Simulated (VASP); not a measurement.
Runs of VASP 6.6.1 on Zr2C3. The structure is that of space group P-4m2 (No. 115), or close to it. The cells are those of the table. 

| task | spin | cell | k mesh | gap on the mesh (eV) | pressure (GPa) | relaxed volume (Å³/atom) | largest force (eV/Å) |
| --- | --- | --- | --- | --- | --- | --- | --- |
| single point | off | a = 3.831, b = 3.831, c = 5.418 Å, 5 atoms | 4 × 4 × 4 | none | (a) | - | 0.97 |
| single point | collinear, ferromagnetic start | a = 4.428, b = 4.428, c = 3.171 Å, 5 atoms | 4 × 4 × 6 | none | 0.2 | - | - |
| single point | off | a = 4.428, b = 4.428, c = 3.171 Å, 5 atoms | 4 × 4 × 6 | none | 0.2 | - | - |
| single point | off | a = 4.435, b = 4.435, c = 3.143 Å, 5 atoms | 8 × 8 × 12 | none | 0.1 | - | 0.01 |
| relaxation of cell and atoms | off | relaxed from a = 4.428, b = 4.428, c = 3.171 Å, 5 atoms | 8 × 8 × 12 | none | 0.0 | 12.37 | - |
| relaxation of cell and atoms | off | relaxed from a = 3.831, b = 3.831, c = 5.418 Å, 5 atoms | 4 × 4 × 4 | none | 0.4 | 12.18 | - |
| relaxation of cell and atoms | off | relaxed from a = 4.434, b = 4.434, c = 3.100 Å, 5 atoms | 4 × 4 × 6 | none | -0.2 | (b) | - |
| single point | off | a = 4.434, b = 4.434, c = 3.100 Å, 5 atoms | 4 × 4 × 4 | none | 0.2 | - | - |

Alike in all rows: level PBE; potentials or basis VASP PAW PBE potentials, release 64 (Zr_sv, C); cutoff (eV) 600; smearing gaussian 0.1 eV.

Task: Estimate the missing entries.

Result: (a) -13.2; (b) 12.47.

Caveats: some runs use coarse meshes; the volume moved by over 15 % at a fixed basis, so the end points are rough (some runs).

A k mesh can miss the band edges, and the runs leave out spin-orbit coupling on Zr.

A gap of «none» marks levels without a gap at the run's occupations.
